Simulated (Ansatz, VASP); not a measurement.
**ZrH: VASP beside Ansatz**

File INCAR:

```
PREC = Accurate
ENCUT = 520
EDIFF = 1E-6
ISMEAR = 0
SIGMA = 0.15
LREAL = F
LASPH = T
NELM = 100
ALGO = Normal
ISIF = 2
LWAVE = F
LCHARG = F
GGA = PS
NBANDS = 21
```

File KPOINTS:

```
Automatic mesh
0
Gamma
  14 14 10
```

File POSCAR:

```
ZrH
1.0
    3.2427916985      0.0000000000      0.0000000000
    0.0000000000      3.2427916985      0.0000000000
    0.0000000000      0.0000000000      4.9480000000
Zr H
2 2
Direct
    0.0327082425      0.4672917575      0.0000000000
    0.5327082425     -0.0327082425      0.5000000000
    0.0000000000      0.0000000000      0.7500000000
    0.0000000000      0.0000000000      0.2500000000
```

Input for Ansatz:

```yaml
crystal:
  lattice:
    - [3.2427916985, 0.0, 0.0]
    - [0.0, 3.2427916985, 0.0]
    - [0.0, 0.0, 4.948]
  atoms:
    - { symbol: Zr, position: [0.0327082425, 0.4672917575, 0.0] }
    - { symbol: Zr, position: [0.5327082425, -0.0327082425, 0.5] }
    - { symbol: H, position: [0.0, 0.0, 0.75] }
    - { symbol: H, position: [0.0, 0.0, 0.25] }
basis:
  ecutwfc: 420
kpoints:
  mp_grid: { grid: [14, 14, 10] }
hamiltonian:
  xc: pbesol
scf:
  occupations: { method: gaussian, width: 0.15 }
output:
  forces: true
  stress: true
  eigenvalues: true
  write_density: true
  write_potential: true
  elf: true
  volumetric_format: npy
```

Change from the starting cell: all Zr atoms moved +0.150 Å, as atom 1 along Cartesian [1 -1 0].

Alike in both runs: task single point; functional PBEsol; k mesh 14 × 14 × 10; occupations gaussian, width 0.15 eV; no spin polarisation.

```csv
,VASP,Ansatz
version,VASP 6.6.1,Ansatz 0.2.0
potentials or method,"VASP PAW PBE potentials, release 64 (Zr_sv, H), cutoff 520 eV","scalar-relativistic, plane waves, PAW"
valence electrons in the cell,26,26
```

```tsv
	VASP	Ansatz	Ansatz less VASP
gap on the k mesh at the Fermi level (eV)	none	none	-
pressure (GPa)	-2.0	-2.0	-0.04
traceless stress, the component that is largest in VASP (GPa)	1.36	1.36	-0.001
rms of the force components (eV/Å)	0.468	0.467	-0.0004
```

VASP's potentials were made for PBE, not for PBEsol. Atom by atom the forces differ by 0.001 eV/Å (rms over components). A gap of «none» marks a metal or a gap that the smearing closes. With one functional, cell and mesh, what is left measures potentials, basis and numerics.
